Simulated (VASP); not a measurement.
Ag: single point with r2SCAN

Ag:

```
Ag
1.0
     2.90471    0.00000    0.00000
    -1.45235    2.51555    0.00000
     0.00000    0.00000   21.32179
Ag
9
Direct
  0.00000 0.00000 0.00000
  0.00000 0.00000 0.77771
  0.33333 0.66667 0.88895
  0.66667 0.33333 0.33333
  0.66667 0.33333 0.11105
  0.00000 0.00000 0.22229
  0.33333 0.66667 0.66667
  0.33333 0.66667 0.44438
  0.66667 0.33333 0.55562
```

```
Program                : VASP 6.6.1
Task                   : single point
Functional             : r2SCAN
Potentials or basis    : VASP PAW PBE potentials, release 64 (Ag)
Cutoff                 : 520 eV
k mesh                 : 12 × 12 × 2
Occupations            : gaussian, width 0.1 eV
Spin                   : no spin polarisation
Dipole correction      : no
Further INCAR settings : ALGO = Normal; EDIFF = 1e-07; NBANDS = 60
```

| Property | Result |
| --- | --- |
| Pressure | 0.3 GPa |
| Band gap on the k mesh | zero (an odd number of electrons rules out a gap without spin polarisation) |

Forces on the atoms (eV/Å):
```
Ag   0.000  0.000  0.000
Ag   0.000  0.000 -0.002
Ag   0.000  0.000  0.002
Ag   0.000  0.000  0.000
Ag   0.000  0.000 -0.002
Ag   0.000  0.000  0.002
Ag   0.000  0.000  0.000
Ag   0.000  0.000 -0.002
Ag   0.000  0.000  0.002
```

Stress tensor (GPa, compression positive):
```
 0.48  0.00  0.00
 0.00  0.48  0.00
 0.00  0.00 -0.07
```

Levels at points of the mesh, in eV from the Fermi level:
```
           k point  band 47  band 48  band 49  band 50  band 51  band 52  band 53  band 54
(0.00, 0.00, 0.00)    -3.35    -3.35    -3.35    -3.35    -3.35    -3.34    -0.91    -0.91
(0.50, 0.00, 0.00)     0.06     0.35     0.59     1.10     1.10     1.50     1.50     1.61
(0.00, 0.00, 0.50)    -3.42    -3.42    -3.42    -3.33    -3.33    -2.14    -2.14    -0.26
(0.50, 0.00, 0.50)     0.21     0.21     0.80     0.80     1.33     1.35     1.58     1.58
```

It took 17 min on 1 thread of AMD EPYC 9R45 96-Core Processor (Zen 5), on a shared host, peak memory 0.44 GiB.

Caveat: the PAW data sets were made with another functional, which shifts forces and pressure a little.
